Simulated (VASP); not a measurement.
# W in VASP: further runs

Runs on W. Level: LDA. Tasks: single point.

Program: VASP 6.6.1. These are calculated values, not measurements. Logs are shortened: lines on timing, memory, paths and dates and some standing lists are left out, and cuts for length are marked.

## Step 1: The cell of the first run

The cell holds a slab with vacuum, 5 atoms: a = 3.135 Å, b = 3.135 Å, c = 22.270 Å, α = 90.00°, β = 90.00°, γ = 90.00°.

## Step 2: Single point, LDA

Contents of INCAR:

```
PREC = Accurate
ENCUT = 520
EDIFF = 1E-6
ISMEAR = -1
SIGMA = 0.1
LREAL = F
LASPH = T
NELM = 80
ALGO = Normal
ISIF = 2
LWAVE = F
LCHARG = T
LDIPOL = T
IDIPOL = 3
DIPOL = 0.5 0.5 0.500
LELF = T
LVHAR = T
LVACPOTAV = T
NBANDS = 43
```

Contents of KPOINTS:

```
Automatic mesh
0
Gamma
  12 12 1
```

Contents of POSCAR:

```
W
1.0
    3.1348743764      0.0000000000      0.0000000000
    0.0000000000      3.1348743764      0.0000000000
    0.0000000000      0.0000000000     22.2697000000
W
5
Direct
    0.0000000000      0.0000000000      0.3657575937
    0.5000000000      0.5000000000      0.4285877335
    0.0000000000      0.0000000000      0.4999999990
    0.5000000000      0.5000000000      0.5714122665
    0.0000000000      0.0000000000      0.6342424072
```

Potentials or basis: VASP PAW LDA potentials, release 64 (W_sv).

The run is started by

```bash
$ cat potpaw_LDA.64/W_sv/POTCAR > POTCAR
$ mpirun -np 1 vasp_std > vasp.out
```

OUTCAR:

```text
PREC = Accurate
   ENCUT = 520
   EDIFF = 1E-6
   ISMEAR = -1
   LREAL = F
   LASPH = T
   NELM = 80
   ISIF = 2

 ion  position               nearest neighbor table
   1  0.000  0.000  0.366-   2 2.62   2 2.62   2 2.62   2 2.62   3 2.99
   2  0.500  0.500  0.429-   1 2.62   1 2.62   1 2.62   1 2.62   3 2.73   3 2.73   3 2.73   3 2.73
                             4 3.18
   3  0.000  0.000  0.500-   2 2.73   2 2.73   2 2.73   2 2.73   4 2.73   4 2.73   4 2.73   4 2.73
                             1 2.99   5 2.99
   4  0.500  0.500  0.571-   5 2.62   5 2.62   5 2.62   5 2.62   3 2.73   3 2.73   3 2.73   3 2.73
                             2 3.18
   5  0.000  0.000  0.634-   4 2.62   4 2.62   4 2.62   4 2.62   3 2.99

  LATTYP: Found a simple tetragonal cell.
 ALAT       =     3.1348743764
 C/A-ratio  =     7.1038572287

  Lattice vectors:

 A1 = (   3.1348743764,   0.0000000000,   0.0000000000)
 A2 = (   0.0000000000,   3.1348743764,   0.0000000000)
 A3 = (   0.0000000000,   0.0000000000,  22.2697000000)

Analysis of symmetry for initial positions (statically):
=====================================================================
 Subroutine PRICEL returns:
 Original cell was already a primitive cell.

 Routine SETGRP: Setting up the symmetry group for a
 simple tetragonal supercell.

 Subroutine GETGRP returns: Found 16 space group operations
 (whereof 16 operations were pure point group operations)
 out of a pool of 16 trial point group operations.

The static configuration has the point symmetry D_4h.

Analysis of symmetry for dynamics (positions and initial velocities):
=====================================================================
 Subroutine PRICEL returns:
 Original cell was already a primitive cell.

 Routine SETGRP: Setting up the symmetry group for a
 simple tetragonal supercell.

 Subroutine GETGRP returns: Found 16 space group operations
 (whereof 16 operations were pure point group operations)
 out of a pool of 16 trial point group operations.

The dynamic configuration has the point symmetry D_4h.

 Subroutine INISYM returns: Found 16 space group operations
 (whereof 16 operations are pure point group operations),
 and found     1 'primitive' translations

----------------------------------------------------------------------------------------

                                     Primitive cell

  volume of cell :     218.8541

  direct lattice vectors                    reciprocal lattice vectors
     3.134874376  0.000000000  0.000000000     0.318992049  0.000000000  0.000000000
     0.000000000  3.134874376  0.000000000     0.000000000  0.318992049  0.000000000
[... 99 lines left out ...]
   POTIM  = 0.5000    time-step for ionic-motion
   TEBEG  =    0.0;   TEEND  =   0.0 temperature during run
   PSTRESS=    0.0 pullay stress
   NELECT =      70.0000    total number of electrons
   NUPDOWN=      -1.0000    fix difference up-down
   EMIN   =  10.00;   EMAX   =-10.00  energy-range for DOS
   EFERMI =   0.00;   METHOD = LEGACY
   ISMEAR =    -1;   SIGMA  =   0.10  broadening in eV -4-tet -1-fermi 0-gaus
   EFERMI_NEDOS =   21; number of points for ismear=-14 and -15
   IALGO  =     38    algorithm
   IMIX   =      4    mixing-type and parameters
     AMIX     =   0.40;   BMIX     =  1.00
     AMIX_MAG =   1.60;   BMIX_MAG =  1.00
  volume/ion in A,a.u.               =      43.77       295.38
  Fermi-wavevector in a.u.,A,eV,Ry     =   1.119582  2.115703 17.054415  1.253464
  Thomas-Fermi vector in A             =   2.256222
   LORBIT       =      0    0 simple, 1 ext, 2 COOP (PROOUT), +10 PAW based schemes
   GGA     = CA    functional components
   LHFCALC =     F    Hartree Fock is set to
   AEXX    =    0.0000 exact exchange contribution
   IVDW    =     0    specifies the selected vdW correction
   LEPSILON=     F    determine dielectric tensor
   LRPA    =     F    only Hartree local field effects (RPA)
 non-spin polarized calculation
  energy-cutoff  :      520.00
  volume of cell :      218.85
 maximum number of plane-waves:      5952
 NGX is ok and might be reduce to    24
   NGX = 11   NGY = 11   NGZ = 83

 number of electron      70.0000009 magnetization

 dipolmoment           0.000000      0.000000      0.000000 electrons x Angstroem

 Free energy of the ion-electron system (eV)
  ---------------------------------------------------
  ext. energy  EPLUGINS =         0.00000000
  ---------------------------------------------------
  free energy    TOTEN  =       -65.12884999 eV

  energy without entropy =      -64.93263027  energy(sigma->0) =      -65.03074013

 E-fermi :   1.3156     XC(G=0):  -6.0142

 val. band max:        1.3126570011   @ k =   0.5000   0.0833   0.0000
 cond. band min:       1.3191018186   @ k =   0.0000   0.0000   0.0000
 fundamental gap:      0.0064448175
 Fermi energy:         1.3156320698

 k-point     1 :       0.0000    0.0000    0.0000
  band No.  band energies     occupation
      1     -72.3846      2.00000
      2     -72.1665      2.00000
      3     -72.1505      2.00000
      4     -71.9542      2.00000
      5     -71.9453      2.00000
      6     -37.1202      2.00000
[... 1093 lines left out ...]
     42       4.2195      0.00000
     43       4.3685      0.00000

 [... further k-points ...]

------------------------ aborting loop because EDIFF is reached ----------------------------------------

  FORCE on cell =-STRESS in cart. coord.  units (eV):
  Direction    XX          YY          ZZ          XY          YZ          ZX
  --------------------------------------------------------------------------------------
  -------------------------------------------------------------------------------------
  Total       -3.3092490     -3.3092490      0.7557310      0.0000000      0.0000000      0.0000000
  in kB      -24.2262042    -24.2262042      5.5325225      0.0000000      0.0000000      0.0000000
  external PRESSURE =     -14.3066286 kB  Pullay stress =       0.0000000 kB

 VOLUME and BASIS-vectors are now :
 -----------------------------------------------------------------------------
  energy-cutoff  :      520.00
  volume of cell :      218.85
      direct lattice vectors                 reciprocal lattice vectors
     3.134874376  0.000000000  0.000000000     0.318992049  0.000000000  0.000000000
     0.000000000  3.134874376  0.000000000     0.000000000  0.318992049  0.000000000
     0.000000000  0.000000000 22.269700000     0.000000000  0.000000000  0.044904062

 POSITION                                       TOTAL-FORCE (eV/Angst)
 -----------------------------------------------------------------------------------
      0.00000      0.00000      8.14531        -0.000000     -0.000000     -0.143082
      1.56744      1.56744      9.54452        -0.000000      0.000000      0.013541
      0.00000      0.00000     11.13485        -0.000000     -0.000000      0.000000
      1.56744      1.56744     12.72518         0.000000      0.000000     -0.013541
      0.00000      0.00000     14.12439         0.000000     -0.000000      0.143082
 -----------------------------------------------------------------------------------
    total drift:                                0.000000     -0.000000      0.000008

  FREE ENERGIE OF THE ION-ELECTRON SYSTEM (eV)
  ---------------------------------------------------
  free  energy   TOTEN  =       -65.1288499888 eV

  energy  without entropy=      -64.9326302684  energy(sigma->0) =      -65.03074013

 vacuum level on the upper side and lower side of the slab         5.763         5.763
```

OSZICAR:

```text
N       E                     dE             d eps       ncg     rms          rms(c)
DAV:   1     0.854690404257E+03    0.85469E+03   -0.44604E+04  2984   0.158E+03
DAV:   2    -0.338994552985E+02   -0.88859E+03   -0.87250E+03  2744   0.495E+02
DAV:   3    -0.685143804381E+02   -0.34615E+02   -0.33588E+02  2916   0.994E+01
[... 15 lines left out ...]
DAV:  19    -0.651288369970E+02   -0.32914E-04   -0.70624E-06  2144   0.149E-02    0.565E-03
DAV:  20    -0.651288461561E+02   -0.91591E-05   -0.13371E-06  1914   0.518E-03    0.150E-03
DAV:  21    -0.651288481015E+02   -0.19453E-05   -0.40677E-07  1616   0.207E-03    0.470E-04
DAV:  22    -0.651288493866E+02   -0.12852E-05   -0.12994E-07  1592   0.143E-03    0.751E-04
DAV:  23    -0.651288499888E+02   -0.60214E-06   -0.91261E-08  1543   0.122E-03
   1 F= -.65128850E+02 E0= -.65030740E+02  d E =-.196220E+00
```

stdout:

```text
POSCAR found type information on POSCAR W
 POSCAR found :  1 types and       5 ions
 scaLAPACK will be used
 LDA part: xc-table for (Slater(with rela. corr.)+CA(PZ))
 , standard interpolation
 POSCAR, INCAR and KPOINTS ok, starting setup
 FFT: planning ... GRIDC
 FFT: planning ... GRID_SOFT
 FFT: planning ... GRID
 WAVECAR not read
 entering main loop
 -----------------------------------------------------------------------------
|                                                                             |
|           W    W    AA    RRRRR   N    N  II  N    N   GGGG   !!!           |
|           W    W   A  A   R    R  NN   N  II  NN   N  G    G  !!!           |
|           W    W  A    A  R    R  N N  N  II  N N  N  G       !!!           |
|           W WW W  AAAAAA  RRRRR   N  N N  II  N  N N  G  GGG   !            |
|           WW  WW  A    A  R   R   N   NN  II  N   NN  G    G                |
|           W    W  A    A  R    R  N    N  II  N    N   GGGG   !!!           |
|                                                                             |
|     Did not find any points to average over, which means that no vacuum     |
|     field-free region was found. Please increase the size of  your cell     |
|     in the dimension of the dipole correction to obtain accurate            |
|     workfunction values.                                                    |
|                                                                             |
 -----------------------------------------------------------------------------
```

Run time: 6.2 min. Hardware: 1 thread of Intel Xeon 8259CL, shared host; peak memory 0.35 GiB.

What came out:

```yaml
Free_energy: -65.1288 eV
Largest_force: 0.143 eV/Å
Band_gap_on_the_k_mesh: zero (bands 35 and 36 overlap by 2.07 eV)
```

Forces on the atoms (eV/Å):
```
W    0.000  0.000 -0.143
W    0.000  0.000  0.014
W    0.000  0.000  0.000
W    0.000  0.000 -0.014
W    0.000  0.000  0.143
```

Caveat: spin-orbit coupling is left out, which moves the levels of the heavy elements.

## Step 3: Single point, LDA

Contents of INCAR:

```
SYSTEM = W
ALGO = Normal
DIPOL = 0.5 0.5 0.500
EDIFF = 1E-6
ENCUT = 520
GGA = CA
IDIPOL = 3
ISIF = 2
ISMEAR = -1
LASPH = .TRUE.
LCHARG = .FALSE.
LDIPOL = .TRUE.
LREAL = .FALSE.
LWAVE = .FALSE.
NBANDS = 43
NELM = 100
PREC = Accurate
SIGMA = 0.1
```

Contents of KPOINTS:

```
k-points
0
G
  12 12 1
  0 0 0
```

POSCAR is that of step 2.

Potentials or basis: VASP PAW LDA potentials, release 64 (W_sv).

The run is started by

```bash
$ cat potpaw_LDA.64/W_sv/POTCAR > POTCAR
$ mpirun -np 1 vasp_std > vasp.out
```

It took 5.4 min on 1 thread of Intel Xeon 8259CL, shared host; peak memory 0.35 GiB.

Results (log left out):

| Item | Value |
| --- | --- |
| Free energy | -65.1288 eV |
| Largest force | 0.143 eV/Å |
| Band gap on the k mesh | zero (bands 35 and 36 overlap by 2.07 eV) |

Forces in eV/Å, atoms in the order of the input:
```
W    0.000  0.000 -0.143
W    0.000  0.000  0.014
W    0.000  0.000  0.000
W    0.000  0.000 -0.014
W    0.000  0.000  0.143
```

Levels at points of the mesh, in eV from the Fermi level:
| k point | band 32 | band 33 | band 34 | band 35 | band 36 | band 37 | band 38 | band 39 |
| --- | --- | --- | --- | --- | --- | --- | --- | --- |
| (0.00, 0.00, 0.00) | -0.70 | -0.70 | -0.37 | -0.33 | -0.24 | 0.00 | 0.00 | 0.14 |
| (0.50, 0.00, 0.00) | -1.51 | -1.30 | -0.10 | 0.07 | 0.33 | 1.20 | 1.59 | 1.64 |
| (0.50, 0.50, 0.00) | -1.02 | -1.02 | 1.75 | 1.79 | 1.79 | 1.96 | 2.50 | 2.51 |

Caveat: spin-orbit coupling is left out, which moves the levels of the heavy elements.

## Step 4: Single point, LDA

Contents of INCAR:

```
SYSTEM = W
PREC = Accurate ; ENCUT = 520
EDIFF = 1E-6 ; ISMEAR = -1
SIGMA = 0.1 ; LREAL = .False.
LASPH = .True. ; NELM = 100
ALGO = Normal ; ISIF = 2
LWAVE = .False. ; LCHARG = .False.
LDIPOL = .True. ; IDIPOL = 3
DIPOL = 0.5 0.5 0.500 ; NBANDS = 43
EFIELD = -0.3
```

Contents of KPOINTS:

```
Automatic mesh
0
Gamma
  12 12 1
  0 0 0
```

POSCAR is that of step 3.

The run is started by

```bash
$ cat potpaw_LDA.64/W_sv/POTCAR > POTCAR
$ mpirun -np 1 vasp_std > vasp.out
```

Wall time 8.3 min (1 thread of Intel Xeon 8259CL, shared host); peak memory 0.35 GiB.

It converged, with:

| Quantity | Value |
| --- | --- |
| Free energy | -65.1535 eV |
| Largest force | 0.152 eV/Å |
| Band gap on the k mesh | zero (bands 35 and 36 overlap by 2.07 eV) |

Forces on the atoms (eV/Å):
```
W    0.000  0.000 -0.152
W    0.000  0.000  0.020
W    0.000  0.000  0.000
W    0.000  0.000 -0.009
W    0.000  0.000  0.141
```

Levels at points of the mesh, in eV from the Fermi level:
| k point | band 33 | band 34 | band 35 | band 36 | band 37 | band 38 |
| --- | --- | --- | --- | --- | --- | --- |
| (0.00, 0.00, 0.00) | -0.70 | -0.40 | -0.33 | -0.21 | 0.00 | 0.00 |
| (0.50, 0.00, 0.00) | -1.30 | -0.10 | 0.07 | 0.33 | 1.20 | 1.59 |
| (0.50, 0.50, 0.00) | -1.02 | 1.75 | 1.79 | 1.79 | 1.96 | 2.50 |

Caveat: spin-orbit coupling is left out, which moves the levels of the heavy elements.
